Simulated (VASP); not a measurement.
# SiC (Cmc2_1) in VASP: notebook

Runs on SiC. Level: PBE. Tasks: single point.

Everything below comes from runs of VASP 6.6.1. Logs are shortened: lines on timing, memory, paths and dates and some standing lists are left out, and cuts for length are marked.

### 1 The cell of the first run

It takes space group Cmc2_1 (No. 36, orthorhombic). Conventional cell: a = 3.076 Å, b = 5.328 Å, c = 5.048 Å, α = 90.00°, β = 90.00°, γ = 90.00°. Si (site symmetry m) has 4 C at 1.85 to 1.99 Å within 2.5 Å. Within 2.5 Å of C (site symmetry m) lie 4 Si at 1.85 to 1.99 Å.

### 2 Single point, PBE (atoms displaced along a vibrational mode)

INCAR reads:

```
PREC = Accurate
ENCUT = 520
EDIFF = 1E-6
ISMEAR = 0
SIGMA = 0.05
LREAL = False
LASPH = True
NELM = 100
ALGO = Normal
ISIF = 2
LWAVE = False
LCHARG = False
GGA = PE
NBANDS = 16
```

KPOINTS reads:

```
Automatic mesh
0
Gamma
  12 12 6
```

POSCAR reads:

```
SiC
1.0
    3.0759982064      0.0000000000      0.0000000000
   -1.5379991032      2.6638925888      0.0000000000
    0.0000000000      0.0000000000      5.0480000000
Si C
2 2
Direct
    0.3755647658      0.7511295316      0.0000000000
    0.6244352342      0.2488704684      0.5000000000
    0.2947881861      0.5895763723      0.3850000000
    0.7052118139      0.4104236277      0.8850000000
```

Potentials or basis: VASP PAW PBE potentials, release 64 (Si, C).

Launch:

```sh
> cat potpaw_PBE.64/Si/POTCAR potpaw_PBE.64/C/POTCAR > POTCAR
> mpirun -np 1 vasp_std > vasp.out
```

OUTCAR:

```text
PREC = Accurate
   ENCUT = 520
   EDIFF = 1E-6
   ISMEAR = 0
   LREAL = False
   LASPH = True
   NELM = 100
   ISIF = 2
   GGA = PE

 ion  position               nearest neighbor table
   1  0.376  0.751  0.000-   4 1.85   4 1.88   4 1.88   3 1.99   2 2.85   2 2.85
   2  0.624  0.249  0.500-   3 1.85   3 1.88   3 1.88   4 1.99   1 2.85   1 2.85
   3  0.295  0.590  0.385-   2 1.85   2 1.88   2 1.88   1 1.99
   4  0.705  0.410  0.885-   1 1.85   1 1.88   1 1.88   2 1.99

  LATTYP: Found a hexagonal cell.
 ALAT       =     3.0759982064
 C/A-ratio  =     1.6410932846

  Lattice vectors:

 A1 = (   3.0759982064,   0.0000000000,   0.0000000000)
 A2 = (  -1.5379991032,   2.6638925888,   0.0000000000)
 A3 = (   0.0000000000,   0.0000000000,   5.0480000000)

Analysis of symmetry for initial positions (statically):
=====================================================================
 Subroutine PRICEL returns:
 Original cell was already a primitive cell.

 Routine SETGRP: Setting up the symmetry group for a
 hexagonal supercell.

 Subroutine GETGRP returns: Found  4 space group operations
 (whereof  2 operations were pure point group operations)
 out of a pool of 24 trial point group operations.

The static configuration has the point symmetry C_1h.
 The point group associated with its full space group is C_2v.

Analysis of symmetry for dynamics (positions and initial velocities):
=====================================================================
 Subroutine PRICEL returns:
 Original cell was already a primitive cell.

 Routine SETGRP: Setting up the symmetry group for a
 hexagonal supercell.

 Subroutine GETGRP returns: Found  4 space group operations
 (whereof  2 operations were pure point group operations)
 out of a pool of 24 trial point group operations.

The dynamic configuration has the point symmetry C_1h.
 The point group associated with its full space group is C_2v.

 Subroutine INISYM returns: Found  4 space group operations
 (whereof  2 operations are pure point group operations),
 and found     1 'primitive' translations

----------------------------------------------------------------------------------------

                                     Primitive cell

  volume of cell :      41.3640

  direct lattice vectors                    reciprocal lattice vectors
     3.075998206  0.000000000  0.000000000     0.325097719  0.187695255  0.000000000
    -1.537999103  2.663892589  0.000000000     0.000000000  0.375390511  0.000000000
     0.000000000  0.000000000  5.048000000     0.000000000  0.000000000  0.198098257

  length of vectors
     3.075998206  3.075998206  5.048000000     0.375390511  0.375390511  0.198098257

  position of ions in fractional coordinates (direct lattice)
     0.375564766  0.751129532  0.000000000
     0.624435234  0.248870468  0.500000000
     0.294788186  0.589576372  0.385000000
     0.705211814  0.410423628  0.885000000

  ion indices of the primitive-cell ions
   primitive index   ion index
                 1           1
                 2           2
                 3           3
                 4           4

----------------------------------------------------------------------------------------

 KPOINTS: Automatic mesh

Automatic generation of k-mesh.
 Grid dimensions read from file:
 generate k-points for:   12   12    6

 Generating k-lattice:

  Cartesian coordinates                     Fractional coordinates (reciprocal lattice)
     0.027091477  0.015641271  0.000000000     0.083333333 -0.000000000  0.000000000
     0.000000000  0.031282543  0.000000000     0.000000000  0.083333333  0.000000000
     0.000000000  0.000000000  0.033016376     0.000000000  0.000000000  0.166666667

  Length of vectors
     0.031282543  0.031282543  0.033016376

  Shift w.r.t. Gamma in fractional coordinates (k-lattice)
     0.000000000  0.000000000  0.000000000

 Subroutine IBZKPT returns following result:
 ===========================================

 Found    172 irreducible k-points:

 Following reciprocal coordinates:
            Coordinates               Weight
  0.000000  0.000000  0.000000      1.000000
  0.083333 -0.000000  0.000000      4.000000
  0.000000  0.083333  0.000000      2.000000
  0.166667 -0.000000  0.000000      4.000000
  0.000000  0.166667  0.000000      2.000000
  0.250000  0.000000  0.000000      4.000000
[... 16 lines left out ...]
 -0.083333  0.416667  0.000000      4.000000
 -0.416667  0.333333  0.000000      4.000000
 [... further k-points ...]
   k-points           NKPTS =    172   k-points in BZ     NKDIM =    172   number of bands    NBANDS=     16
   number of dos      NEDOS =    301   number of ions     NIONS =      4
   total plane-waves  NPLWV =  23040
   dimension x,y,z NGX =    24 NGY =   24 NGZ =   40
   dimension x,y,z NGXF=    48 NGYF=   48 NGZF=   80
   ions per type =               2   2
   NGX,Y,Z   is equivalent  to a cutoff of  12.97, 12.97, 13.17 a.u.
   NGXF,Y,Z  is equivalent  to a cutoff of  25.94, 25.94, 26.35 a.u.
 SYSTEM =  unknown system
   PREC   = accura    normal or accurate (medium, high low for compatibility)
   ISTART =      0    job   : 0-new  1-cont  2-samecut
   ICHARG =      2    charge: 1-file 2-atom 10-const
   ISPIN  =      1    spin polarized calculation?
   LNONCOLLINEAR =      F non collinear calculations
   LSORBIT =      F    spin-orbit coupling
   LASPH  =      T    aspherical Exc in radial PAW
   ENCUT  =  520.0 eV  38.22 Ry    6.18 a.u.   5.72  5.72  9.39*2*pi/ulx,y,z
   NELM   =    100;   NELMIN=  2; NELMDL= -5     # of ELM steps
   EDIFF  = 0.1E-05   stopping-criterion for ELM
   LREAL  =      F    real-space projection
[... 7 lines left out ...]
   TEBEG  =    0.0;   TEEND  =   0.0 temperature during run
   PSTRESS=    0.0 pullay stress
   NELECT =      16.0000    total number of electrons
   NUPDOWN=      -1.0000    fix difference up-down
   EMIN   =  10.00;   EMAX   =-10.00  energy-range for DOS
   EFERMI =   0.00;   METHOD = LEGACY
   ISMEAR =     0;   SIGMA  =   0.05  broadening in eV -4-tet -1-fermi 0-gaus
   EFERMI_NEDOS =   21; number of points for ismear=-14 and -15
   IALGO  =     38    algorithm
   IMIX   =      4    mixing-type and parameters
     AMIX     =   0.40;   BMIX     =  1.00
     AMIX_MAG =   1.60;   BMIX_MAG =  1.00
  volume/ion in A,a.u.               =      10.34        69.78
  Fermi-wavevector in a.u.,A,eV,Ry     =   1.192818  2.254099 19.358564  1.422814
  Thomas-Fermi vector in A             =   2.328847
   LORBIT       =      0    0 simple, 1 ext, 2 COOP (PROOUT), +10 PAW based schemes
   GGA     = PE    functional components
   LHFCALC =     F    Hartree Fock is set to
   AEXX    =    0.0000 exact exchange contribution
   IVDW    =     0    specifies the selected vdW correction
   LEPSILON=     F    determine dielectric tensor
   LRPA    =     F    only Hartree local field effects (RPA)
 non-spin polarized calculation
 Gauss-broadening in eV      SIGMA  =   0.05
  energy-cutoff  :      520.00
  volume of cell :       41.36
 maximum number of plane-waves:      1132
   NGX = 11   NGY = 11   NGZ = 19

 number of electron      16.0000001 magnetization

 Free energy of the ion-electron system (eV)
  ---------------------------------------------------
  ext. energy  EPLUGINS =         0.00000000
  ---------------------------------------------------
  free energy    TOTEN  =       -29.57406642 eV

  energy without entropy =      -29.57406642  energy(sigma->0) =      -29.57406642

 E-fermi :   8.9258     XC(G=0): -11.3784

 val. band max:        8.6957884944   @ k =   0.0000   0.0000   0.0000
 cond. band min:      10.3632218208   @ k =   0.3333   0.3333   0.0000
 fundamental gap:      1.6674333264
 Fermi energy:         8.9257940853

 k-point     1 :       0.0000    0.0000    0.0000
  band No.  band energies     occupation
      1      -7.2994      2.00000
      2      -3.8161      2.00000
      3      -0.1915      2.00000
      4       6.9226      2.00000
      5       6.9780      2.00000
      6       7.5468      2.00000
[... 8 lines left out ...]
     15      17.3677      0.00000
     16      18.1554      0.00000

 k-point     2 :       0.0833   -0.0000    0.0000
  band No.  band energies     occupation
      1      -7.1784      2.00000
      2      -3.7132      2.00000
      3      -0.0774      2.00000
      4       6.2485      2.00000
      5       6.7345      2.00000
      6       7.3874      2.00000
[... 8 lines left out ...]
     15      17.4336      0.00000
     16      18.2392      0.00000

 k-point     3 :       0.0000    0.0833    0.0000
  band No.  band energies     occupation
      1      -7.1776      2.00000
      2      -3.7095      2.00000
      3      -0.0779      2.00000
      4       6.1707      2.00000
      5       6.7270      2.00000
      6       7.2672      2.00000
[... 8 lines left out ...]
     15      17.6066      0.00000
     16      17.9807      0.00000

 k-point     4 :       0.1667   -0.0000    0.0000
  band No.  band energies     occupation
      1      -6.8184      2.00000
      2      -3.4137      2.00000
      3       0.2569      2.00000
      4       4.7675      2.00000
      5       6.1864      2.00000
      6       6.6351      2.00000
[... 8 lines left out ...]
     15      17.4222      0.00000
     16      18.6629      0.00000
[... 324 lines left out ...]
 k-point    22 :       0.3333    0.0833    0.0000
  band No.  band energies     occupation
      1      -4.9025      2.00000
      2      -2.2549      2.00000
      3       0.8529      2.00000
      4       2.2750      2.00000
      5       3.0485      2.00000
      6       4.7972      2.00000
[... 8 lines left out ...]
     15      19.1222      0.00000
     16      20.1400      0.00000

 k-point    23 :      -0.0833    0.4167    0.0000
  band No.  band energies     occupation
      1      -4.8941      2.00000
      2      -2.0088      2.00000
      3       0.2853      2.00000
      4       2.3835      2.00000
      5       2.9903      2.00000
      6       4.7438      2.00000
[... 8 lines left out ...]
     15      19.4580      0.00000
     16      20.6475      0.00000

 k-point    24 :      -0.4167    0.3333    0.0000
  band No.  band energies     occupation
      1      -4.9064      2.00000
      2      -2.2975      2.00000
      3       0.9132      2.00000
      4       2.3300      2.00000
      5       3.1989      2.00000
      6       4.5486      2.00000
[... 8 lines left out ...]
     15      19.0460      0.00000
     16      20.3418      0.00000

 [... further k-points ...]

------------------------ aborting loop because EDIFF is reached ----------------------------------------

  FORCE on cell =-STRESS in cart. coord.  units (eV):
  Direction    XX          YY          ZZ          XY          YZ          ZX
  --------------------------------------------------------------------------------------
  -------------------------------------------------------------------------------------
  Total        2.0150064     -0.2818054      0.4233806      0.0000000      0.0000000      0.0000000
  in kB       78.0485583    -10.9153535     16.3990780      0.0000000      0.0000000      0.0000000
  external PRESSURE =      27.8440943 kB  Pullay stress =       0.0000000 kB

 VOLUME and BASIS-vectors are now :
 -----------------------------------------------------------------------------
  energy-cutoff  :      520.00
  volume of cell :       41.36
      direct lattice vectors                 reciprocal lattice vectors
     3.075998206  0.000000000  0.000000000     0.325097719  0.187695255  0.000000000
    -1.537999103  2.663892589  0.000000000     0.000000000  0.375390511  0.000000000
     0.000000000  0.000000000  5.048000000     0.000000000  0.000000000  0.198098257

 POSITION                                       TOTAL-FORCE (eV/Angst)
 -----------------------------------------------------------------------------------
      0.00000      2.00093      0.00000         0.000000     -1.635571      0.780156
      1.53800      0.66296      2.52400        -0.000000      1.635571      0.780156
     -0.00000      1.57057      1.94348        -0.000000      0.595106     -0.780156
      1.53800      1.09332      4.46748         0.000000     -0.595106     -0.780156
 -----------------------------------------------------------------------------------
    total drift:                                0.000000      0.000000     -0.000079

  FREE ENERGIE OF THE ION-ELECTRON SYSTEM (eV)
  ---------------------------------------------------
  free  energy   TOTEN  =       -29.5740664246 eV

  energy  without entropy=      -29.5740664246  energy(sigma->0) =      -29.57406642
```

Run time: 58 s. Hardware: 1 thread of Intel Xeon Platinum 8259CL at 2.50GHz (Skylake/Cascade Lake), shared host; peak memory 0.22 GiB.

What came out:

```yaml
Free_energy: -29.5741 eV
Pressure: 2.8 GPa
Largest_force: 1.812 eV/Å
Band_gap_on_the_k_mesh: 1.67 eV (least direct gap 3.80 eV)
```

Forces on the atoms (eV/Å):
```
Si   0.000 -1.636  0.780
Si   0.000  1.636  0.780
C    0.000  0.595 -0.780
C    0.000 -0.595 -0.780
```

Stress tensor (GPa, compression positive):
```
 7.80  0.00  0.00
 0.00 -1.09  0.00
 0.00  0.00  1.64
```

Levels at points of the mesh, in eV from the valence-band top:
```csv
k point,band 4,band 5,band 6,band 7,band 8,band 9,band 10,band 11,band 12,band 13
"(0.00, 0.00, 0.00)",-1.77,-1.72,-1.15,-0.18,0.00,4.42,5.18,5.49,6.74,7.37
"(0.50, 0.00, 0.00)",-7.01,-5.55,-3.70,-3.51,-2.13,2.54,4.26,6.16,6.18,8.93
"(0.00, 0.50, 0.00)",-6.78,-5.60,-3.74,-3.08,-1.66,2.55,2.59,6.08,7.02,8.95
"(0.00, 0.00, 0.50)",-4.65,-1.37,-1.37,-1.07,-1.07,5.27,5.27,6.64,6.64,6.77
"(0.50, 0.00, 0.50)",-8.72,-3.21,-3.21,-2.10,-2.10,2.54,2.54,4.61,4.61,9.38
"(0.00, 0.50, 0.50)",-8.86,-2.88,-2.88,-2.61,-2.61,2.69,2.69,4.78,4.78,10.11
```

Caveat: the cell differs from its parent crystal (atoms displaced along a vibrational mode); forces of over 1 eV/Å act on the atoms, so gaps and moduli don't describe the material at rest.

(Continued in part 2 of 2.)
